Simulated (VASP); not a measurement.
SiC (Moissanite):

```
Si C
1.0
     3.07600    0.00000    0.00000
    -1.53800    2.66389    0.00000
     0.00000    0.00000    5.04800
Si C
2 2
Direct
  0.66667 0.33333 0.50000
  0.33333 0.66667 0.00000
  0.66667 0.33333 0.88500
  0.33333 0.66667 0.38500
```

| Quantity | Value |
| --- | --- |
| Program | VASP 6.6.1 |
| Task | relaxation of cell and atoms |
| Functional | RPBE |
| Potentials or basis | VASP PAW PBE potentials, release 64 (Si, C) |
| Cutoff | 600 eV |
| k mesh | 10 × 10 × 5 |
| Occupations | fermi-dirac, width 0.05 eV |
| Spin | no spin polarisation |

At the start: pressure 6.3 GPa; volume 10.34 Å³/atom.

Where does the relaxation end?

Over 6 steps the energy falls by 14.4 meV/atom and the volume is 10.62 Å³/atom (+2.7 %); space group P6_3mc (No. 186, to 0.05 Å).

The path:
```tsv
step	energy change (eV)	largest force (eV/Å)	pressure (GPa)	volume (Å³)
1	0.0000	0.7586	6.28	41.36
2	-0.0010	0.6176	-5.67	43.83
3	-0.0544	0.0883	-0.33	42.59
4	-0.0575	0.0136	-0.17	42.56
5	-0.0575	0.0038	-0.18	42.56
6	-0.0575	0.0035	0.14	42.49
```

Final structure:
```
CELL_PARAMETERS angstrom
3.10385 0.00000 0.00000
-1.55193 2.68802 0.00000
0.00000 0.00000 5.09314
ATOMIC_POSITIONS crystal
Si 0.66667 0.33333 0.50454
Si 0.33333 0.66667 0.00454
C 0.66667 0.33333 0.88046
C 0.33333 0.66667 0.38046
```

Caveat: the PAW data sets were made with another functional, which shifts forces and pressure a little.
